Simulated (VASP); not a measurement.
Set up this calculation in VASP 6.6.1, as the native input.

```yaml
Task: electric field gradients
Functional: PBE
Potentials_or_basis: VASP PAW PBE potentials, release 64 (Zn, Se)
Cutoff: 520 eV
k_mesh: 8 × 8 × 8
Occupations: fermi-dirac, width 0.03 eV
Spin: no spin polarisation
Dipole_correction: no
Further_INCAR_settings: ALGO = Normal; EDIFF = 1e-08; NBANDS = 16
```

The structure of ZnSe lies in POSCAR:

```
ZnSe
1.0
    0.0000000000      2.8525674344      2.8525674344
    2.8525674344      0.0000000000      2.8525674344
    2.8525674344      2.8525674344      0.0000000000
Zn Se
1 1
Direct
    0.0000000000      0.0000000000      0.0000000000
    0.7500000000      0.7500000000      0.7500000000
```

One way to write it, as run:

INCAR

```
PREC = Accurate
ENCUT = 520
EDIFF = 1E-8
ISMEAR = -1
SIGMA = 0.03
LREAL = F
LASPH = T
NELM = 100
ALGO = Normal
ISIF = 2
LWAVE = F
LCHARG = F
GGA = PE
LEFG = T
NBANDS = 16
```

KPOINTS

```
regular mesh
0
Gamma
  8 8 8
```

Potentials or basis: VASP PAW PBE potentials, release 64 (Zn, Se).

Run with:

```bash
$ cat potpaw_PBE.64/Zn/POTCAR potpaw_PBE.64/Se/POTCAR > POTCAR
$ mpirun -np 1 vasp_std > vasp.out
```

Results of the run:

The pressure is 1.1 GPa, the band gap on the k mesh is 1.21 eV and the largest electric field gradient by atom is zero within the noise of the run.

Wall time 35 s on 1 thread of Intel(R) Xeon(R) Platinum 8488C (Sapphire Rapids), with other jobs on the host, peak memory 0.17 GiB.
